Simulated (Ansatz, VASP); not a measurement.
## Two plane-wave programs on Rb

File INCAR:

```
  PREC = Accurate
  ENCUT = 520
  EDIFF = 1E-6
  ISMEAR = -1
  SIGMA = 0.1
  LREAL = F
  LASPH = T
  NELM = 100
  ALGO = Normal
  ISIF = 2
  LWAVE = F
  LCHARG = F
  GGA = RP
  NBANDS = 20
```

File KPOINTS:

```
Automatic mesh
0
Gamma
  5 5 7
```

File POSCAR:

```
Rb
1.0
    8.0199300154      0.0000000000      0.0000000000
   -4.0099650077      6.9454631299      0.0000000000
    0.0000000000      0.0000000000      4.7994625717
Rb
3
Direct
    1.0000000000      1.0000000000      0.0000000000
    0.3333333333      0.6666666667      0.5000000000
    0.6666666667      0.3333333333      0.5000000000
```

Input for Ansatz:

```yaml
crystal:
  lattice:
    - [8.0199300154, 0.0, 0.0]
    - [-4.0099650077, 6.9454631299, 0.0]
    - [0.0, 0.0, 4.7994625717]
  atoms:
    - { symbol: Rb, position: [1.0, 1.0, 0.0] }
    - { symbol: Rb, position: [0.3333333333, 0.6666666667, 0.5] }
    - { symbol: Rb, position: [0.6666666667, 0.3333333333, 0.5] }
hamiltonian:
  xc: rpbe
  pseudopotentials:
    kind: paw
    azcp:
      Rb: "pseudopotentials/Rb.paw.azcp"
basis:
  ecutwfc: 420
  fft_grid_basis: typed
kpoints:
  mp_grid: { grid: [5, 5, 7], shift: [0, 0, 0] }
magnetization:
  spin_polarized: false
scf:
  occupations: { method: fermi_dirac, width: 0.1 }
  lower_state_search: "off"
output:
  stress: true
  write_density: true
  write_potential: true
  elf: true
  volumetric_format: npy
```

Alike in both runs: task single point; functional RPBE; k mesh 5 × 5 × 7; occupations fermi-dirac, width 0.1 eV; no spin polarisation.

|  | VASP | Ansatz |
| --- | --- | --- |
| version | VASP 6.6.1 | Ansatz 0.2.0 |
| potentials or method | VASP PAW PBE potentials, release 64 (Rb_sv), cutoff 520 eV | plane waves (420 eV) with PAW, scalar-relativistic |
| valence electrons in the cell | 27 | 27 |

|  | VASP | Ansatz | Ansatz less VASP |
| --- | --- | --- | --- |
| pressure (GPa) | 0.4 | 0.4 | 0.00 |

VASP's potentials were made for PBE, not for RPBE. The functional is the same, so the differences come from potentials, cutoffs and numerics.
